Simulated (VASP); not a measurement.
Set up this calculation in VASP 6.6.1, as the native input.

| Item | Value |
| --- | --- |
| Task | single point |
| Functional | PBE |
| Potentials or basis | VASP PAW PBE potentials, release 64 (Al, Ga_d, P) |
| Cutoff | 520 eV |
| k mesh | 2 × 3 × 3 |
| Occupations | gaussian, width 0.1 eV |
| Spin | no spin polarisation |
| Dipole correction | no |
| Further INCAR settings | ALGO = Normal; EDIFF = 1e-06; NBANDS = 46 |

The structure of Al2GaP3 lies in POSCAR:

```
Al2GaP3
1.0
    0.0002905715     -0.0006311550      6.3856279392
    6.7338662831      0.0002433710      0.0004198563
   -3.3667432754      5.8283600184     -0.0007443452
Al Ga P
4 2 6
Direct
    0.0001998847     -0.0000201997     -0.0000291359
    0.4994406402      0.6667417089      0.6667575665
    0.4994534910      0.3333265028      0.0000467253
    0.4994492417      0.0000819902      0.3333768618
    0.0009533249      0.3332784651      0.6665931123
    0.0009873710      0.6666237262      0.3333175814
    0.3759262706      0.3334515337      0.6667170457
    0.3744857392      0.0000928630      0.0000245933
    0.3759543072      0.6667616450      0.3333396916
    0.8743839039      0.6667967121      0.6668700440
    0.8743834869      0.3330039030     -0.0000417189
    0.8743833387      0.9998611501      0.3330276328
```

These files were run (other wordings do the same):

INCAR

```
SYSTEM = Al2GaP3
PREC = Accurate
ENCUT = 520
EDIFF = 1E-6
ISMEAR = 0
SIGMA = 0.1
LREAL = .FALSE.
LASPH = .TRUE.
NELM = 80
ALGO = Normal
ISIF = 2
LWAVE = .FALSE.
LCHARG = .TRUE.
GGA = PE
LELF = .TRUE.
LVHAR = .TRUE.
NBANDS = 46
```

KPOINTS

```
Automatic mesh
0
G
  2 3 3
  0 0 0
```

Potentials or basis: VASP PAW PBE potentials, release 64 (Al, Ga_d, P).

Run with:

```console
$ cat potpaw_PBE.64/Al/POTCAR potpaw_PBE.64/Ga_d/POTCAR potpaw_PBE.64/P/POTCAR > POTCAR
$ mpirun -np 1 vasp_std > vasp.out
```

Results of the run:

```yaml
Pressure: -0.1 GPa
Largest_force: 0.014 eV/Å
Band_gap_on_the_k_mesh: 1.83 eV, direct
```

Caveat: the k points lie up to 0.49 Å⁻¹ apart.

Wall time 77 s on 1 thread of Intel(R) Xeon(R) 6975P-C (Granite Rapids), with other jobs on the host, peak memory 0.38 GiB.
